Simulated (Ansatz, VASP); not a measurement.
Two plane-wave programs on SiC

```
CELL_PARAMETERS angstrom
0.00000 2.19107 2.19107
2.19107 0.00000 2.19107
2.19107 2.19107 0.00000
ATOMIC_POSITIONS crystal
Si 0.00000 0.00000 0.00000
C 0.75000 0.75000 0.75000
```

Alike in both runs: task single point; functional PBE; k mesh 12 × 12 × 12; occupations gaussian, width 0.02 eV; no spin polarisation.

```csv
,VASP,Ansatz
version,VASP 6.6.1,Ansatz 0.2.0
potentials or method,"VASP PAW PBE potentials, release 64 (Si, C), cutoff 520 eV","scalar-relativistic, plane waves, PAW"
valence electrons in the cell,8,8
```

```tsv
	VASP	Ansatz	Ansatz less VASP
gap on the k mesh at the Fermi level (eV)	1.37	1.37	+0.002
least direct gap on the mesh (eV)	4.52	4.53	+0.003
pressure (GPa)	-0.4	-0.3	+0.05
```
